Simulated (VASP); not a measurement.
A run of VASP 6.6.1 is set up as follows.

INCAR

```
  PREC = Accurate
  ENCUT = 520
  EDIFF = 1E-7
  ISMEAR = -1
  SIGMA = 0.05
  LREAL = F
  LASPH = T
  NELM = 100
  ALGO = Normal
  ISIF = 2
  LWAVE = F
  LCHARG = F
  GGA = PS
  NBANDS = 30
```

File KPOINTS:

```
Automatic mesh
0
Gamma
  9 9 9
```

File POSCAR:

```
Cu3Pd
1.0
    3.7220000000      0.0000000000      0.0000000000
    0.0000000000      3.7220000000      0.0000000000
    0.0000000000      0.0000000000      3.7592200000
Cu Pd
3 1
Direct
    0.0000000000      0.5000000000      0.5000000000
    0.5000000000      0.0000000000      0.5000000000
    0.5000000000      0.5000000000      0.0000000000
    0.0000000000      0.0000000000      0.0000000000
```

Potentials or basis: VASP PAW PBE potentials, release 64 (Cu, Pd).

Run with:

```sh
$ cat potpaw_PBE.64/Cu/POTCAR potpaw_PBE.64/Pd/POTCAR > POTCAR
$ mpirun -np 1 vasp_std > vasp.out
```

What does it give for the pressure?

-9.2 GPa.

Stress tensor (GPa, compression positive):
```
-9.09  0.00  0.00
 0.00 -9.09  0.00
 0.00  0.00 -9.56
```

Caveat: the cell differs from its parent crystal (zz strain of +1 %); the PAW data sets were made with another functional, which shifts forces and pressure a little.
